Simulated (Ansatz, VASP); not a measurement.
Two plane-wave programs on Ge

```
CELL_PARAMETERS angstrom
5.07530 2.93023 1.93606
-5.07530 2.93023 1.93606
0.00000 -5.86045 1.93606
ATOMIC_POSITIONS crystal
Ge 0.71604 0.71604 0.71604
Ge 0.28396 0.28396 0.28396
Ge 0.02894 0.72536 0.53229
Ge 0.53229 0.02894 0.72536
Ge 0.72536 0.53229 0.02894
Ge 0.97106 0.27464 0.46771
Ge 0.46771 0.97106 0.27464
Ge 0.27464 0.46771 0.97106
```

Alike in both runs: task single point; functional LDA; k mesh 9 × 9 × 9; occupations gaussian, width 0.15 eV; no spin polarisation.

|  | VASP | Ansatz |
| --- | --- | --- |
| version | VASP 6.6.1 | Ansatz 0.2.0 |
| potentials or method | VASP PAW LDA potentials, release 64 (Ge_d), cutoff 520 eV | scalar-relativistic, plane waves, PAW |
| valence electrons in the cell | 112 | 112 |

|  | VASP | Ansatz | Ansatz less VASP |
| --- | --- | --- | --- |
| gap on the k mesh at the Fermi level (eV) | none | none | - |
| pressure (GPa) | -4.9 | -4.9 | -0.04 |
| traceless stress, the component that is largest in VASP (GPa) | 3.01 | 2.99 | -0.018 |
| rms of the force components (eV/Å) | 0.163 | 0.163 | -0.0005 |

Ansatz warns that its potentials were made for another functional, while VASP's fit it. LDA's correlation is that of Perdew and Zunger in VASP and of Perdew and Wang (1992) in Ansatz. Atom by atom the forces differ by 0.003 eV/Å (rms over components). A gap of «none» marks a metal or a gap that the smearing closes.
